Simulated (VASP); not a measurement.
# As in VASP: further runs

Runs on As. Level: PBE. Tasks: single point.

Program: VASP 6.6.1. These are calculated values, not measurements. Logs are shortened: lines on timing, memory, paths and dates and some standing lists are left out, and cuts for length are marked.

## 1. The cell of the first run

The cell holds a slab with vacuum, 2 atoms: a = 3.670 Å, b = 3.670 Å, c = 28.000 Å, α = 90.00°, β = 90.00°, γ = 120.00°.

## 2. Single point, PBE

Contents of INCAR:

```
PREC     = Accurate       # precision mode
ENCUT    = 520            # plane-wave cutoff, eV
EDIFF    = 1E-7           # SCF threshold, eV
ISMEAR   = 0              # smearing method
SIGMA    = 0.02           # smearing width, eV
LREAL    = F              # projectors in reciprocal space
LASPH    = T              # aspherical terms in the spheres
NELM     = 80             # most SCF steps
ALGO     = Normal         # electronic algorithm
ISIF     = 2              # what is computed and relaxed
LWAVE    = F              # write WAVECAR
LCHARG   = F              # write CHGCAR
LDIPOL   = T            
IDIPOL   = 3            
DIPOL    = 0.5 0.5 0.500
GGA      = PE             # functional
NBANDS   = 12             # bands
```

Contents of KPOINTS:

```
regular mesh
0
Gamma
  9 9 1
```

Contents of POSCAR:

```
As
1.0
    3.6700000000      0.0000000000      0.0000000000
   -1.8350000000      3.1783132319      0.0000000000
    0.0000000000      0.0000000000     28.0000000000
As
2
Direct
    0.3333333333      0.6666666667      0.5266071429
    0.6666666667      0.3333333333      0.4733928571
```

Potentials or basis: VASP PAW PBE potentials, release 64 (As).

Started as:

```
$ cat potpaw_PBE.64/As/POTCAR > POTCAR
$ mpirun -np 1 vasp_std > vasp.out
```

OUTCAR:

```text
PREC = Accurate
   ENCUT = 520
   EDIFF = 1E-7
   ISMEAR = 0
   LREAL = F
   LASPH = T
   NELM = 80
   ISIF = 2
   GGA = PE

 ion  position               nearest neighbor table
   1  0.333  0.667  0.527-   2 2.59   2 2.59   2 2.59
   2  0.667  0.333  0.473-   1 2.59   1 2.59   1 2.59

  LATTYP: Found a hexagonal cell.
 ALAT       =     3.6700000000
 C/A-ratio  =     7.6294277929

  Lattice vectors:

 A1 = (   3.6700000000,   0.0000000000,   0.0000000000)
 A2 = (  -1.8350000000,   3.1783132319,   0.0000000000)
 A3 = (   0.0000000000,   0.0000000000,  28.0000000000)

Analysis of symmetry for initial positions (statically):
=====================================================================
 Subroutine PRICEL returns:
 Original cell was already a primitive cell.

 Routine SETGRP: Setting up the symmetry group for a
 hexagonal supercell.

 Subroutine GETGRP returns: Found 12 space group operations
 (whereof 12 operations were pure point group operations)
 out of a pool of 24 trial point group operations.

The static configuration has the point symmetry D_3d.

Analysis of symmetry for dynamics (positions and initial velocities):
=====================================================================
 Subroutine PRICEL returns:
 Original cell was already a primitive cell.

 Routine SETGRP: Setting up the symmetry group for a
 hexagonal supercell.

 Subroutine GETGRP returns: Found 12 space group operations
 (whereof 12 operations were pure point group operations)
 out of a pool of 24 trial point group operations.

The dynamic configuration has the point symmetry D_3d.

 Subroutine INISYM returns: Found 12 space group operations
 (whereof 12 operations are pure point group operations),
 and found     1 'primitive' translations

----------------------------------------------------------------------------------------

                                     Primitive cell

  volume of cell :     326.6035

  direct lattice vectors                    reciprocal lattice vectors
     3.670000000  0.000000000  0.000000000     0.272479564  0.157316150  0.000000000
    -1.835000000  3.178313232  0.000000000     0.000000000  0.314632299  0.000000000
     0.000000000  0.000000000 28.000000000     0.000000000  0.000000000  0.035714286

  length of vectors
     3.670000000  3.670000000 28.000000000     0.314632299  0.314632299  0.035714286

  position of ions in fractional coordinates (direct lattice)
     0.333333333  0.666666667  0.526607143
     0.666666667  0.333333333  0.473392857

  ion indices of the primitive-cell ions
   primitive index   ion index
                 1           1
                 2           2

----------------------------------------------------------------------------------------

 KPOINTS: regular mesh

Automatic generation of k-mesh.
 Grid dimensions read from file:
 generate k-points for:    9    9    1

 Generating k-lattice:

  Cartesian coordinates                     Fractional coordinates (reciprocal lattice)
     0.030275507  0.017479572  0.000000000     0.111111111 -0.000000000  0.000000000
     0.000000000  0.034959144  0.000000000     0.000000000  0.111111111  0.000000000
     0.000000000  0.000000000  0.035714286     0.000000000  0.000000000  1.000000000

  Length of vectors
     0.034959144  0.034959144  0.035714286

  Shift w.r.t. Gamma in fractional coordinates (k-lattice)
     0.000000000  0.000000000  0.000000000

 Subroutine IBZKPT returns following result:
 ===========================================

 Found     12 irreducible k-points:

 Following reciprocal coordinates:
            Coordinates               Weight
  0.000000  0.000000  0.000000      1.000000
  0.111111  0.000000  0.000000      6.000000
  0.222222 -0.000000  0.000000      6.000000
  0.333333  0.000000  0.000000      6.000000
  0.444444 -0.000000  0.000000      6.000000
  0.111111  0.111111  0.000000      6.000000
  0.222222  0.111111  0.000000     12.000000
  0.333333  0.111111  0.000000     12.000000
  0.444444  0.111111  0.000000      6.000000
  0.222222  0.222222  0.000000      6.000000
  0.333333  0.222222  0.000000     12.000000
  0.333333  0.333333  0.000000      2.000000
   k-points           NKPTS =     12   k-points in BZ     NKDIM =     12   number of bands    NBANDS=     12
   number of dos      NEDOS =    301   number of ions     NIONS =      2
   total plane-waves  NPLWV = 164640
   dimension x,y,z NGX =    28 NGY =   28 NGZ =  210
   dimension x,y,z NGXF=    56 NGYF=   56 NGZF=  420
   ions per type =               2
   NGX,Y,Z   is equivalent  to a cutoff of  12.68, 12.68, 12.47 a.u.
   NGXF,Y,Z  is equivalent  to a cutoff of  25.37, 25.37, 24.94 a.u.
 SYSTEM =  unknown system
   PREC   = accura    normal or accurate (medium, high low for compatibility)
   ISTART =      0    job   : 0-new  1-cont  2-samecut
   ICHARG =      2    charge: 1-file 2-atom 10-const
   ISPIN  =      1    spin polarized calculation?
   LNONCOLLINEAR =      F non collinear calculations
   LSORBIT =      F    spin-orbit coupling
   LASPH  =      T    aspherical Exc in radial PAW
   ENCUT  =  520.0 eV  38.22 Ry    6.18 a.u.   6.82  6.82 52.06*2*pi/ulx,y,z
   NELM   =     80;   NELMIN=  2; NELMDL= -5     # of ELM steps
   EDIFF  = 0.1E-06   stopping-criterion for ELM
   LREAL  =      F    real-space projection
   EDIFFG = 0.1E-05   stopping-criterion for IOM
   NSW    =      0    number of steps for IOM
   IBRION =     -1    ionic relax: 0-MD 1-quasi-New 2-CG
   NFREE  =      0    steps in history (QN), initial steepest desc. (CG)
   ISIF   =      2    stress and relaxation
   ISYM   =      2    0-nonsym 1-usesym 2-fastsym
   POTIM  = 0.5000    time-step for ionic-motion
   TEBEG  =    0.0;   TEEND  =   0.0 temperature during run
   PSTRESS=    0.0 pullay stress
   NELECT =      10.0000    total number of electrons
   NUPDOWN=      -1.0000    fix difference up-down
   EMIN   =  10.00;   EMAX   =-10.00  energy-range for DOS
   EFERMI =   0.00;   METHOD = LEGACY
   ISMEAR =     0;   SIGMA  =   0.02  broadening in eV -4-tet -1-fermi 0-gaus
   EFERMI_NEDOS =   21; number of points for ismear=-14 and -15
   IALGO  =     38    algorithm
   IMIX   =      4    mixing-type and parameters
     AMIX     =   0.40;   BMIX     =  1.00
     AMIX_MAG =   1.60;   BMIX_MAG =  1.00
  volume/ion in A,a.u.               =     163.30      1102.01
  Fermi-wavevector in a.u.,A,eV,Ry     =   0.512155  0.967832  3.568842  0.262303
  Thomas-Fermi vector in A             =   1.526000
   LORBIT       =      0    0 simple, 1 ext, 2 COOP (PROOUT), +10 PAW based schemes
   GGA     = PE    functional components
   LHFCALC =     F    Hartree Fock is set to
   AEXX    =    0.0000 exact exchange contribution
   IVDW    =     0    specifies the selected vdW correction
   LEPSILON=     F    determine dielectric tensor
   LRPA    =     F    only Hartree local field effects (RPA)
 non-spin polarized calculation
 Gauss-broadening in eV      SIGMA  =   0.02
  energy-cutoff  :      520.00
  volume of cell :      326.60
 maximum number of plane-waves:      8832
 NGX is ok and might be reduce to    28
   NGX = 13   NGY = 13   NGZ =105

 number of electron      10.0000000 magnetization

 dipolmoment           0.000000      0.000000      0.000000 electrons x Angstroem

 number of electron       9.9999999 magnetization

 dipolmoment           0.000000      0.000000     -0.000000 electrons x Angstroem

 Free energy of the ion-electron system (eV)
  ---------------------------------------------------
  ext. energy  EPLUGINS =         0.00000000
  ---------------------------------------------------
  free energy    TOTEN  =        -9.24842459 eV

  energy without entropy =       -9.24842459  energy(sigma->0) =       -9.24842459

 E-fermi :  -3.5860     XC(G=0):  -1.8599

 val. band max:       -3.7378902297   @ k =   0.0000   0.0000   0.0000
 cond. band min:      -2.4010627938   @ k =   0.3333   0.0000   0.0000
 fundamental gap:      1.3368274359
 Fermi energy:        -3.5860191013

 k-point     1 :       0.0000    0.0000    0.0000
  band No.  band energies     occupation
      1     -16.8383      2.00000
      2     -11.3400      2.00000
      3      -4.6538      2.00000
      4      -3.7379      2.00000
      5      -3.7379      2.00000
      6      -2.0776      0.00000
      7      -0.6021      0.00000
      8      -0.6021      0.00000
      9       0.8346      0.00000
     10       1.0006      0.00000
     11       1.4141      0.00000
     12       1.7114      0.00000

 k-point     2 :       0.1111    0.0000    0.0000
  band No.  band energies     occupation
      1     -16.6860      2.00000
      2     -11.3290      2.00000
      3      -4.9980      2.00000
      4      -4.5854      2.00000
      5      -4.0537      2.00000
      6      -1.4577      0.00000
      7      -0.6378      0.00000
      8      -0.3310      0.00000
      9       1.0580      0.00000
     10       1.1988      0.00000
     11       1.6001      0.00000
     12       1.9006      0.00000

 k-point     3 :       0.2222   -0.0000    0.0000
  band No.  band energies     occupation
      1     -16.2391      2.00000
      2     -11.4135      2.00000
      3      -6.5075      2.00000
      4      -4.6538      2.00000
      5      -4.5103      2.00000
      6      -2.1614      0.00000
      7       0.0429      0.00000
      8       0.0782      0.00000
      9       1.4915      0.00000
     10       1.7562      0.00000
     11       2.1440      0.00000
     12       2.4221      0.00000
[... 106 lines left out ...]
 k-point    11 :       0.3333    0.2222    0.0000
  band No.  band energies     occupation
      1     -14.3564      2.00000
      2     -12.9248      2.00000
      3      -7.4946      2.00000
      4      -6.4130      2.00000
      5      -5.4185      2.00000
      6      -1.7659      0.00000
      7      -0.4397      0.00000
      8       0.2285      0.00000
      9       3.4071      0.00000
     10       4.0357      0.00000
     11       4.2842      0.00000
     12       4.7512      0.00000

 k-point    12 :       0.3333    0.3333    0.0000
  band No.  band energies     occupation
      1     -13.6137      2.00000
      2     -13.6137      2.00000
      3      -7.8132      2.00000
      4      -5.9216      2.00000
      5      -5.9216      2.00000
      6      -2.1398      0.00000
      7       0.1431      0.00000
      8       0.1431      0.00000
      9       3.9597      0.00000
     10       4.7991      0.00000
     11       4.7991      0.00000
     12       5.5426      0.00000

------------------------ aborting loop because EDIFF is reached ----------------------------------------

 vacuum level on the upper side and lower side of the slab       (xc-potential included)        -0.008        -0.008

  FORCE on cell =-STRESS in cart. coord.  units (eV):
  Direction    XX          YY          ZZ          XY          YZ          ZX
  --------------------------------------------------------------------------------------
  -------------------------------------------------------------------------------------
  Total       -1.2253682     -1.2253682     -1.8813871      0.0000000      0.0000000     -0.0000000
  in kB       -6.0111337     -6.0111337     -9.2292829      0.0000000      0.0000000     -0.0000000
  external PRESSURE =      -7.0838501 kB  Pullay stress =       0.0000000 kB

 VOLUME and BASIS-vectors are now :
 -----------------------------------------------------------------------------
  energy-cutoff  :      520.00
  volume of cell :      326.60
      direct lattice vectors                 reciprocal lattice vectors
     3.670000000  0.000000000  0.000000000     0.272479564  0.157316150  0.000000000
    -1.835000000  3.178313232  0.000000000     0.000000000  0.314632299  0.000000000
     0.000000000  0.000000000 28.000000000     0.000000000  0.000000000  0.035714286

 POSITION                                       TOTAL-FORCE (eV/Angst)
 -----------------------------------------------------------------------------------
     -0.00000      2.11888     14.74500        -0.000000     -0.000000     -1.261998
      1.83500      1.05944     13.25500         0.000000      0.000000      1.261998
 -----------------------------------------------------------------------------------
    total drift:                               -0.000000      0.000000     -0.000000

  FREE ENERGIE OF THE ION-ELECTRON SYSTEM (eV)
  ---------------------------------------------------
  free  energy   TOTEN  =        -9.2484245924 eV

  energy  without entropy=       -9.2484245924  energy(sigma->0) =       -9.24842459

 vacuum level on the upper side and lower side of the slab         1.265         1.265
```

Run time: 61 s. Hardware: 1 thread of Intel Xeon Platinum 8124M at 3.00GHz (Skylake/Cascade Lake), shared host; peak memory 0.39 GiB.

What came out:

* Free energy: -9.2484 eV
* Largest force: 1.262 eV/Å
* Band gap on the k mesh: 1.34 eV, indirect (least direct gap 1.66 eV)

Forces in eV/Å, atoms in the order of the input:
```
As   0.000  0.000 -1.262
As   0.000  0.000  1.262
```

## 3. Single point, PBE

This run uses another cell than the first one, of 153.23 Å³/atom, 0.938 times its volume.

Contents of INCAR:

```
PREC     = Accurate       # precision mode
ENCUT    = 520            # plane-wave cutoff, eV
EDIFF    = 1E-6           # SCF threshold, eV
ISMEAR   = 0              # smearing method
SIGMA    = 0.02           # smearing width, eV
LREAL    = False          # projectors in reciprocal space
LASPH    = True           # aspherical terms in the spheres
NELM     = 120            # most SCF steps
ALGO     = Normal         # electronic algorithm
ISIF     = 2              # what is computed and relaxed
LWAVE    = False          # write WAVECAR
LCHARG   = False          # write CHGCAR
LDIPOL   = True         
IDIPOL   = 3            
DIPOL    = 0.5 0.5 0.500
GGA      = PE             # functional
NBANDS   = 22             # bands
GGA_COMPAT= False        
NELMDL   = -8
```

KPOINTS is that of step 2.

Contents of POSCAR:

```
As
1.0
    3.5550000000      0.0000000000      0.0000000000
   -1.7775000000      3.0787203105      0.0000000000
    0.0000000000      0.0000000000     28.0000000000
As
2
Direct
    0.3333333333      0.6666666667      0.5212857143
    0.6666666667      0.3333333333      0.4787142857
```

Potentials or basis: VASP PAW PBE potentials, release 64 (As_d).

Started as:

```
$ cat potpaw_PBE.64/As_d/POTCAR > POTCAR
$ mpirun -np 1 vasp_std > vasp.out
```

It took 88 s on 1 thread of Intel Xeon Platinum 8488C (Sapphire Rapids), shared host; peak memory 0.39 GiB.

Results (log left out):

```yaml
Free_energy: -9.0298 eV
Largest_force: 3.045 eV/Å
Band_gap_on_the_k_mesh: 1.39 eV, indirect (least direct gap 1.53 eV)
```

Forces on the atoms (eV/Å):
```
As   0.000  0.000  3.045
As   0.000  0.000 -3.045
```

Levels at points of the mesh, in eV from the valence-band top:
```tsv
k point	band 11	band 12	band 13	band 14	band 15	band 16	band 17	band 18	band 19	band 20
(0.00, 0.00, 0.00)	-14.63	-6.80	-0.92	-0.92	-0.14	1.39	3.28	3.28	4.89	5.25
```

(Part 1 of 2 ends here.)
